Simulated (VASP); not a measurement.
Write the native input for VASP 6.6.1 that does the following.

```yaml
Task: single point
Functional: r2SCAN
Potentials_or_basis: VASP PAW PBE potentials, release 64 (As)
Cutoff: 520 eV
k_mesh: 14 × 14 × 14
Occupations: fermi-dirac, width 0.1 eV
Spin: no spin polarisation
Dipole_correction: no
Further_INCAR_settings: ALGO = Normal; EDIFF = 1e-06; NBANDS = 8
```

The system is As.

```
As
1.0
     0.00000    2.12185    2.12185
     2.12185    0.00000    2.12185
     2.12185    2.12185    0.00000
As
1
Direct
  0.00000 0.00000 0.00000
```

These files were run (other wordings do the same):

POSCAR

```
As
1.0
    0.0000000000      2.1218457410      2.1218457410
    2.1218457410      0.0000000000      2.1218457410
    2.1218457410      2.1218457410      0.0000000000
As
1
Direct
    0.0000000000      0.0000000000      0.0000000000
```

INCAR.step1

```
SYSTEM = As
  PREC = Accurate
  ENCUT = 520
  ISMEAR = -1
  SIGMA = 0.1
  LREAL = .False.
  LASPH = .True.
  NELM = 80
  NBANDS = 8
  GGA = PE
  ALGO = Normal
  EDIFF = 1E-4
  LWAVE = .True.
  LCHARG = .False.
```

INCAR.step2

```
SYSTEM = As
  PREC = Accurate
  ENCUT = 520
  EDIFF = 1E-6
  ISMEAR = -1
  SIGMA = 0.1
  LREAL = .False.
  LASPH = .True.
  NELM = 80
  ALGO = Normal
  ISIF = 2
  LWAVE = .False.
  LCHARG = .False.
  METAGGA = R2SCAN
  LMIXTAU = .True.
  NBANDS = 8
  ISTART = 1
```

KPOINTS

```
regular mesh
0
Gamma
  14 14 14
  0 0 0
```

Potentials or basis: VASP PAW PBE potentials, release 64 (As).

Command:

```console
$ cat potpaw_PBE.64/As/POTCAR > POTCAR
$ cp INCAR.step1 INCAR
$ mpirun -np 1 vasp_std > vasp.out
$ cp INCAR.step2 INCAR
$ mpirun -np 1 vasp_std > vasp.out
```

It gave:

| Quantity | Value |
| --- | --- |
| Pressure | -0.2 GPa |

Caveat: the PAW data sets were made with another functional, which shifts forces and pressure a little.

Run time: 63 s on 1 thread of AMD EPYC 9R45 (Zen 5), with other jobs on the host, peak memory 0.11 GiB.
